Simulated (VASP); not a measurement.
Set up this calculation in VASP 6.6.1, as the native input.

* Task: single point
* Functional: r2SCAN
* Potentials or basis: VASP PAW PBE potentials, release 64 (Si)
* Cutoff: 520 eV
* k mesh: 9 × 9 × 1
* Occupations: fermi-dirac, width 0.025 eV
* Spin: no spin polarisation
* Dipole correction: yes
* Further INCAR settings: ALGO = Normal; EDIFF = 1e-06; NBANDS = 26

Si, a slab with vacuum:

```xyz
8
Lattice="3.8319 0.0000 0.0000 -1.9160 3.3185 0.0000 0.0000 0.0000 25.3130" Properties=species:S:1:pos:R:3 pbc="T T T"
Si    1.9160    1.1062    7.5000
Si    0.0000    2.2124    8.3002
Si    0.0000    2.2124   10.6709
Si    1.9160    1.1062   11.4711
Si    1.9160    1.1062   13.8418
Si    0.0000    2.2124   14.6420
Si    0.0000    2.2124   17.0127
Si    1.9160    1.1062   17.8130
```

These files were run (other wordings do the same):

POSCAR

```
Si
1.0
    3.8319083588      0.0000000000      0.0000000000
   -1.9159541794      3.3185299837      0.0000000000
    0.0000000000      0.0000000000     25.3129518340
Si
8
Direct
    0.6666666667      0.3333333333      0.2962910074
    0.3333333333      0.6666666667      0.3279041508
    0.3333333333      0.6666666667      0.4215592880
    0.6666666667      0.3333333333      0.4531724314
    0.6666666667      0.3333333333      0.5468275686
    0.3333333333      0.6666666667      0.5784407120
    0.3333333333      0.6666666667      0.6720958492
    0.6666666667      0.3333333333      0.7037089926
```

INCAR.step1

```
ALGO     = Normal         # electronic algorithm
DIPOL    = 0.5 0.5 0.500
EDIFF    = 1E-4           # SCF threshold, eV
ENCUT    = 520            # plane-wave cutoff, eV
GGA      = PE             # functional
IDIPOL   = 3            
ISMEAR   = -1             # smearing method
LASPH    = True           # aspherical terms in the spheres
LCHARG   = False          # write CHGCAR
LDIPOL   = True         
LREAL    = False          # projectors in reciprocal space
LWAVE    = True           # write WAVECAR
NBANDS   = 26             # bands
NELM     = 80             # most SCF steps
PREC     = Accurate       # precision mode
SIGMA    = 0.025          # smearing width, eV
```

INCAR.step2

```
ALGO     = Normal         # electronic algorithm
DIPOL    = 0.5 0.5 0.500
EDIFF    = 1E-6           # SCF threshold, eV
ENCUT    = 520            # plane-wave cutoff, eV
IDIPOL   = 3            
ISIF     = 2              # what is computed and relaxed
ISMEAR   = -1             # smearing method
ISTART   = 1            
LASPH    = True           # aspherical terms in the spheres
LCHARG   = True           # write CHGCAR
LDIPOL   = True         
LELF     = True           # ELF
LMIXTAU  = True         
LREAL    = False          # projectors in reciprocal space
LVACPOTAV= True         
LVHAR    = True         
LWAVE    = False          # write WAVECAR
METAGGA  = R2SCAN         # meta-GGA
NBANDS   = 26             # bands
NELM     = 80             # most SCF steps
PREC     = Accurate       # precision mode
SIGMA    = 0.025          # smearing width, eV
```

KPOINTS

```
k-points
0
Gamma
  9 9 1
```

Potentials or basis: VASP PAW PBE potentials, release 64 (Si).

Command:

```bash
$ cat potpaw_PBE.64/Si/POTCAR > POTCAR
$ cp INCAR.step1 INCAR
$ mpirun -np 1 vasp_std > vasp.out
$ cp INCAR.step2 INCAR
$ mpirun -np 1 vasp_std > vasp.out
```

It gave:

```yaml
Largest_force: 0.848 eV/Å
Band_gap_on_the_k_mesh: zero (bands 16 and 17 overlap by 0.32 eV)
```

Caveat: the PAW data sets were made with another functional, which shifts forces and pressure a little.

Wall time 9.8 min on 1 thread of Intel(R) Xeon(R) Platinum 8488C (Sapphire Rapids) (shared host), peak memory 0.43 GiB.
